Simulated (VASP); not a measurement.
Write the native input for VASP 6.6.1 that does the following.

| Item | Value |
| --- | --- |
| Task | single point |
| Functional | PBEsol |
| Potentials or basis | VASP PAW PBE potentials, release 64 (Mg, O) |
| Cutoff | 600 eV |
| k mesh | 9 × 9 × 4 |
| Occupations | gaussian, width 0.05 eV |
| Spin | no spin polarisation |
| Dipole correction | no |
| Further INCAR settings | ALGO = Normal; EDIFF = 1e-06; NBANDS = 26 |

The structure of MgO lies in POSCAR:

```
MgO
1.0
    3.3034678071      0.0000000000      0.0000000000
   -1.6517339036      2.8608870415      0.0000000000
    0.0000000000      0.0000000000     10.0387760228
Mg O
4 4
Direct
    0.3333333333      0.6666666667     -0.0095965247
    0.3333333333      0.6666666667      0.5132548667
    0.6666666667      0.3333333333      0.2474406148
    0.6666666667      0.3333333333      0.7562177272
    0.3333333333      0.6666666667      0.1900862553
    0.3333333333      0.6666666667      0.7108554027
    0.6666666667      0.3333333333      0.4552458632
    0.6666666667      0.3333333333      0.9456957948
```

This cell differs from its parent crystal: atoms displaced along a vibrational mode.

One way to write it, as run:

INCAR

```
PREC = Accurate
ENCUT = 600
EDIFF = 1E-6
ISMEAR = 0
SIGMA = 0.05
LREAL = False
LASPH = True
NELM = 120
ALGO = Normal
ISIF = 2
LWAVE = False
LCHARG = False
GGA = PS
NBANDS = 26
GGA_COMPAT = False
```

KPOINTS

```
Automatic mesh
0
Gamma
  9 9 4
```

Potentials or basis: VASP PAW PBE potentials, release 64 (Mg, O).

Run with:

```sh
$ cat potpaw_PBE.64/Mg/POTCAR potpaw_PBE.64/O/POTCAR > POTCAR
$ mpirun -np 1 vasp_std > vasp.out
```

It gave:

The pressure is 0.0 GPa and the largest force is 0.681 eV/Å. The band gap on the k mesh is 3.30 eV.

Caveat: the cell differs from its parent crystal (atoms displaced along a vibrational mode); the PAW data sets were made with another functional, which shifts forces and pressure a little; an odd mesh through Γ misses points on the zone boundary, where band edges can lie.

Run time: 2.9 min on 1 thread of Intel Xeon 8259CL, with other jobs on the host, peak memory 0.3 GiB.
